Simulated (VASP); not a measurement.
# LuAsF6 (R-3) in VASP: a series of runs

LuAsF6 is run at these levels: PBEsol; tasks: single point, relaxation of cell and atoms.

Everything below comes from runs of VASP 6.6.1. Logs are shortened: lines on timing, memory, paths and dates and some standing lists are left out, and cuts for length are marked.

### 1 The cell of the first run

It takes space group R-3 (No. 148, trigonal). The conventional cell has a = 6.586 Å, b = 6.586 Å, c = 6.985 Å, α = 90.00°, β = 90.00°, γ = 120.00°. Within 3.2 Å of Lu (site symmetry -3) lie 12 F at 2.45 to 2.55 Å. As (site symmetry -3) has 6 F at 2.05 Å within 2.7 Å. Within 2.8 Å of F (site symmetry 1) lie 1 As at 2.05 Å and 8 F at 2.28 to 2.71 Å and 2 Lu at 2.45 to 2.55 Å.

### 2 Single point, PBEsol

File INCAR:

```
ALGO     = Normal         # electronic algorithm
EDIFF    = 1E-7           # SCF threshold, eV
ENCUT    = 520            # plane-wave cutoff, eV
GGA      = PS             # functional
ISIF     = 2              # what is computed and relaxed
ISMEAR   = -1             # smearing method
LASPH    = True           # aspherical terms in the spheres
LCHARG   = False          # write CHGCAR
LREAL    = False          # projectors in reciprocal space
LWAVE    = False          # write WAVECAR
NBANDS   = 46             # bands
NELM     = 80             # most SCF steps
PREC     = Accurate       # precision mode
SIGMA    = 0.03           # smearing width, eV
```

File KPOINTS:

```
k-points
0
Gamma
  4 4 4
```

File POSCAR:

```
LuAsF6
1.0
    3.2930185966      1.9012251732      2.3284130379
   -3.2930185966      1.9012251732      2.3284130379
    0.0000000000     -3.8024503464      2.3284130379
Lu As F
1 1 6
Direct
    0.0000000000      0.0000000000      0.0000000000
    0.5000000000      0.5000000000      0.5000000000
    0.5442291182      0.2454650126      0.1033484413
    0.2454650126      0.1033484413      0.5442291182
    0.8966515587      0.4557708818      0.7545349874
    0.7545349874      0.8966515587      0.4557708818
    0.4557708818      0.7545349874      0.8966515587
    0.1033484413      0.5442291182      0.2454650126
```

Potentials or basis: VASP PAW PBE potentials, release 64 (Lu, As, F).

Started as:

```bash
$ cat potpaw_PBE.64/Lu/POTCAR potpaw_PBE.64/As/POTCAR potpaw_PBE.64/F/POTCAR > POTCAR
$ mpirun -np 1 vasp_std > vasp.out
```

OUTCAR:

```text
EDIFF = 1E-7
   ENCUT = 520
   GGA = PS
   ISIF = 2
   ISMEAR = -1
   LASPH = True
   LREAL = False
   NELM = 80
   PREC = Accurate

 ion  position               nearest neighbor table
   1  0.000  0.000  0.000-   3 2.45   7 2.45   5 2.45   8 2.45   4 2.45   6 2.45   8 2.55   5 2.55
                             3 2.55   7 2.55   4 2.55   6 2.55
   2  0.500  0.500  0.500-   5 2.05   8 2.05   7 2.05   3 2.05   4 2.05   6 2.05
   3  0.544  0.245  0.103-   2 2.05   1 2.45   1 2.55
   4  0.245  0.103  0.544-   2 2.05   1 2.45   1 2.55
   5  0.897  0.456  0.755-   2 2.05   1 2.45   1 2.55
   6  0.755  0.897  0.456-   2 2.05   1 2.45   1 2.55
   7  0.456  0.755  0.897-   2 2.05   1 2.45   1 2.55
   8  0.103  0.544  0.245-   2 2.05   1 2.45   1 2.55

  LATTYP: Found a trigonal (rhomboedric) cell.
 ALAT       =     4.4587146031
 COS(alpha) =    -0.0909353463

  Lattice vectors:

 A1 = (   3.2930185966,   1.9012251732,   2.3284130379)
 A2 = (  -3.2930185966,   1.9012251732,   2.3284130379)
 A3 = (   0.0000000000,  -3.8024503464,   2.3284130379)

Analysis of symmetry for initial positions (statically):
=====================================================================
 Subroutine PRICEL returns:
 Original cell was already a primitive cell.

 Routine SETGRP: Setting up the symmetry group for a
 trigonal (rhombohedral) supercell.

 Subroutine GETGRP returns: Found  6 space group operations
 (whereof  6 operations were pure point group operations)
 out of a pool of 12 trial point group operations.

The static configuration has the point symmetry S_6 .

Analysis of symmetry for dynamics (positions and initial velocities):
=====================================================================
 Subroutine PRICEL returns:
 Original cell was already a primitive cell.

 Routine SETGRP: Setting up the symmetry group for a
 trigonal (rhombohedral) supercell.

 Subroutine GETGRP returns: Found  6 space group operations
 (whereof  6 operations were pure point group operations)
 out of a pool of 12 trial point group operations.

The dynamic configuration has the point symmetry S_6 .

 Subroutine INISYM returns: Found  6 space group operations
 (whereof  6 operations are pure point group operations),
 and found     1 'primitive' translations

----------------------------------------------------------------------------------------

                                     Primitive cell

  volume of cell :      87.4659

  direct lattice vectors                    reciprocal lattice vectors
     3.293018597  1.901225173  2.328413038     0.151836373  0.087662771  0.143159022
    -3.293018597  1.901225173  2.328413038    -0.151836373  0.087662771  0.143159022
     0.000000000 -3.802450346  2.328413038     0.000000000 -0.175325542  0.143159022

  length of vectors
     4.458714603  4.458714603  4.458714603     0.226348296  0.226348296  0.226348296

  position of ions in fractional coordinates (direct lattice)
     0.000000000  0.000000000  0.000000000
     0.500000000  0.500000000  0.500000000
     0.544229118  0.245465013  0.103348441
     0.245465013  0.103348441  0.544229118
     0.896651559  0.455770882  0.754534987
     0.754534987  0.896651559  0.455770882
     0.455770882  0.754534987  0.896651559
     0.103348441  0.544229118  0.245465013

  ion indices of the primitive-cell ions
   primitive index   ion index
                 1           1
                 2           2
                 3           3
                 4           4
                 5           5
                 6           6
                 7           7
                 8           8

----------------------------------------------------------------------------------------

 KPOINTS: k-points

Automatic generation of k-mesh.
 Grid dimensions read from file:
 generate k-points for:    4    4    4

 Generating k-lattice:

  Cartesian coordinates                     Fractional coordinates (reciprocal lattice)
     0.037959093  0.021915693  0.035789756     0.250000000  0.000000000 -0.000000000
    -0.037959093  0.021915693  0.035789756     0.000000000  0.250000000 -0.000000000
     0.000000000 -0.043831385  0.035789756    -0.000000000 -0.000000000  0.250000000

  Length of vectors
     0.056587074  0.056587074  0.056587074

  Shift w.r.t. Gamma in fractional coordinates (k-lattice)
     0.000000000  0.000000000  0.000000000

 Subroutine IBZKPT returns following result:
 ===========================================

 Found     14 irreducible k-points:

 Following reciprocal coordinates:
            Coordinates               Weight
  0.000000  0.000000  0.000000      1.000000
  0.250000  0.000000  0.000000      6.000000
  0.500000  0.000000  0.000000      3.000000
  0.250000  0.250000  0.000000      6.000000
  0.500000  0.250000  0.000000      6.000000
  0.500000  0.000000 -0.250000      6.000000
 -0.250000  0.250000  0.000000      6.000000
  0.500000  0.500000  0.000000      3.000000
  0.250000  0.250000  0.250000      2.000000
  0.500000  0.250000  0.250000      6.000000
 -0.250000  0.250000  0.250000      6.000000
  0.500000  0.500000  0.250000      6.000000
 -0.250000  0.500000  0.250000      6.000000
  0.500000  0.500000  0.500000      1.000000
   k-points           NKPTS =     14   k-points in BZ     NKDIM =     14   number of bands    NBANDS=     46
   number of dos      NEDOS =    301   number of ions     NIONS =      8
   total plane-waves  NPLWV =  46656
   dimension x,y,z NGX =    36 NGY =   36 NGZ =   36
   dimension x,y,z NGXF=    72 NGYF=   72 NGZF=   72
   ions per type =               1   1   6
   NGX,Y,Z   is equivalent  to a cutoff of  13.42, 13.42, 13.42 a.u.
   NGXF,Y,Z  is equivalent  to a cutoff of  26.85, 26.85, 26.85 a.u.
 SYSTEM =  unknown system
   PREC   = accura    normal or accurate (medium, high low for compatibility)
   ISTART =      0    job   : 0-new  1-cont  2-samecut
   ICHARG =      2    charge: 1-file 2-atom 10-const
   ISPIN  =      1    spin polarized calculation?
   LNONCOLLINEAR =      F non collinear calculations
   LSORBIT =      F    spin-orbit coupling
   LASPH  =      T    aspherical Exc in radial PAW
   ENCUT  =  520.0 eV  38.22 Ry    6.18 a.u.   8.29  8.29  8.29*2*pi/ulx,y,z
   NELM   =     80;   NELMIN=  2; NELMDL= -5     # of ELM steps
   EDIFF  = 0.1E-06   stopping-criterion for ELM
   LREAL  =      F    real-space projection
   EDIFFG = 0.1E-05   stopping-criterion for IOM
   NSW    =      0    number of steps for IOM
   IBRION =     -1    ionic relax: 0-MD 1-quasi-New 2-CG
   NFREE  =      0    steps in history (QN), initial steepest desc. (CG)
   ISIF   =      2    stress and relaxation
   ISYM   =      2    0-nonsym 1-usesym 2-fastsym
   POTIM  = 0.5000    time-step for ionic-motion
   TEBEG  =    0.0;   TEEND  =   0.0 temperature during run
   PSTRESS=    0.0 pullay stress
   NELECT =      72.0000    total number of electrons
   NUPDOWN=      -1.0000    fix difference up-down
   EMIN   =  10.00;   EMAX   =-10.00  energy-range for DOS
   EFERMI =   0.00;   METHOD = LEGACY
   ISMEAR =    -1;   SIGMA  =   0.03  broadening in eV -4-tet -1-fermi 0-gaus
   EFERMI_NEDOS =   21; number of points for ismear=-14 and -15
   IALGO  =     38    algorithm
   IMIX   =      4    mixing-type and parameters
     AMIX     =   0.40;   BMIX     =  1.00
     AMIX_MAG =   1.60;   BMIX_MAG =  1.00
  volume/ion in A,a.u.               =      10.93        73.78
  Fermi-wavevector in a.u.,A,eV,Ry     =   1.534285  2.899378 32.028522  2.354030
  Thomas-Fermi vector in A             =   2.641234
   LORBIT       =      0    0 simple, 1 ext, 2 COOP (PROOUT), +10 PAW based schemes
   GGA     = PS    functional components
   LHFCALC =     F    Hartree Fock is set to
   AEXX    =    0.0000 exact exchange contribution
   IVDW    =     0    specifies the selected vdW correction
   LEPSILON=     F    determine dielectric tensor
   LRPA    =     F    only Hartree local field effects (RPA)
 non-spin polarized calculation
  energy-cutoff  :      520.00
  volume of cell :       87.47
 maximum number of plane-waves:      2368
 NGX is ok and might be reduce to    36
   NGX = 17   NGY = 17   NGZ = 17

 number of electron      72.0000029 magnetization

 Free energy of the ion-electron system (eV)
  ---------------------------------------------------
  ext. energy  EPLUGINS =         0.00000000
  ---------------------------------------------------
  free energy    TOTEN  =       -43.60315399 eV

  energy without entropy =      -43.60315399  energy(sigma->0) =      -43.60315399

 E-fermi :   3.2296     XC(G=0): -11.4903

 val. band max:        2.4452200415   @ k =   0.2500   0.2500   0.2500
 cond. band min:       6.0940574714   @ k =   0.5000   0.0000   0.0000
 fundamental gap:      3.6488374299
 Fermi energy:         3.2296263896

 k-point     1 :       0.0000    0.0000    0.0000
  band No.  band energies     occupation
      1     -53.2520      2.00000
      2     -23.9415      2.00000
      3     -23.8452      2.00000
      4     -23.8452      2.00000
      5     -21.1819      2.00000
      6     -19.8332      2.00000
[... 38 lines left out ...]
     45       9.9395      0.00000
     46      15.0812      0.00000

 k-point     2 :       0.2500    0.0000    0.0000
  band No.  band energies     occupation
      1     -53.2518      2.00000
      2     -23.9792      2.00000
      3     -23.8780      2.00000
      4     -23.8417      2.00000
      5     -20.9628      2.00000
      6     -20.0281      2.00000
[... 38 lines left out ...]
     45      10.2093      0.00000
     46      14.0317      0.00000

 k-point     3 :       0.5000    0.0000    0.0000
  band No.  band energies     occupation
      1     -53.2516      2.00000
      2     -24.0432      2.00000
      3     -23.8794      2.00000
      4     -23.8371      2.00000
      5     -20.5381      2.00000
      6     -20.4231      2.00000
[... 528 lines left out ...]
     45      10.9494      0.00000
     46      14.3673      0.00000

 k-point    14 :       0.5000    0.5000    0.5000
  band No.  band energies     occupation
      1     -53.2510      2.00000
      2     -23.9952      2.00000
      3     -23.9752      2.00000
      4     -23.9752      2.00000
      5     -20.1624      2.00000
      6     -20.0211      2.00000
[... 38 lines left out ...]
     45      12.0304      0.00000
     46      13.5932      0.00000

------------------------ aborting loop because EDIFF is reached ----------------------------------------

  FORCE on cell =-STRESS in cart. coord.  units (eV):
  Direction    XX          YY          ZZ          XY          YZ          ZX
  --------------------------------------------------------------------------------------
  -------------------------------------------------------------------------------------
  Total       -0.0435818     -0.0435818      0.0138490      0.0000000      0.0000000     -0.0000000
  in kB       -0.7983201     -0.7983201      0.2536827      0.0000003      0.0000000     -0.0000000
  external PRESSURE =      -0.4476525 kB  Pullay stress =       0.0000000 kB

 VOLUME and BASIS-vectors are now :
 -----------------------------------------------------------------------------
  energy-cutoff  :      520.00
  volume of cell :       87.47
      direct lattice vectors                 reciprocal lattice vectors
     3.293018597  1.901225173  2.328413038     0.151836373  0.087662771  0.143159022
    -3.293018597  1.901225173  2.328413038    -0.151836373  0.087662771  0.143159022
     0.000000000 -3.802450346  2.328413038     0.000000000 -0.175325542  0.143159022

 POSITION                                       TOTAL-FORCE (eV/Angst)
 -----------------------------------------------------------------------------------
      0.00000      0.00000      0.00000         0.000000      0.000000     -0.000000
      0.00000      0.00000      3.49262         0.000000      0.000000     -0.000000
      0.98384      1.10841      2.07937        -0.001892      0.009447     -0.008656
      0.46799     -1.40623      2.07937         0.009127     -0.003085     -0.008656
      1.45183     -0.29782      4.90587         0.007235      0.006362      0.008656
     -0.46799      1.40623      4.90587        -0.009127      0.003085      0.008656
     -0.98384     -1.10841      4.90587         0.001892     -0.009447      0.008656
     -1.45183      0.29782      2.07937        -0.007235     -0.006362     -0.008656
 -----------------------------------------------------------------------------------
    total drift:                               -0.000000     -0.000000     -0.000000

  FREE ENERGIE OF THE ION-ELECTRON SYSTEM (eV)
  ---------------------------------------------------
  free  energy   TOTEN  =       -43.6031539883 eV

  energy  without entropy=      -43.6031539883  energy(sigma->0) =      -43.60315399
```

Run time: 2.2 min. Hardware: 1 thread of Intel Xeon 8259CL, shared host; peak memory 0.23 GiB.

Results:

- Free energy: -43.6032 eV
- Pressure: 0.0 GPa
- Largest force: 0.013 eV/Å
- Band gap on the k mesh: 3.65 eV (least direct gap 3.82 eV)

Forces on the atoms (eV/Å):
```
Lu   0.000  0.000  0.000
As   0.000  0.000  0.000
F   -0.002  0.009 -0.009
F    0.009 -0.003 -0.009
F    0.007  0.006  0.009
F   -0.009  0.003  0.009
F    0.002 -0.009  0.009
F   -0.007 -0.006 -0.009
```

Stress tensor (GPa, compression positive):
```
-0.08  0.00  0.00
 0.00 -0.08  0.00
 0.00  0.00  0.03
```

Caveat: the PAW data sets were made with another functional, which shifts forces and pressure a little; spin-orbit coupling is left out, which moves the levels of the heavy elements. A k mesh can miss the band edges.

(Part 1 of 2 ends here.)
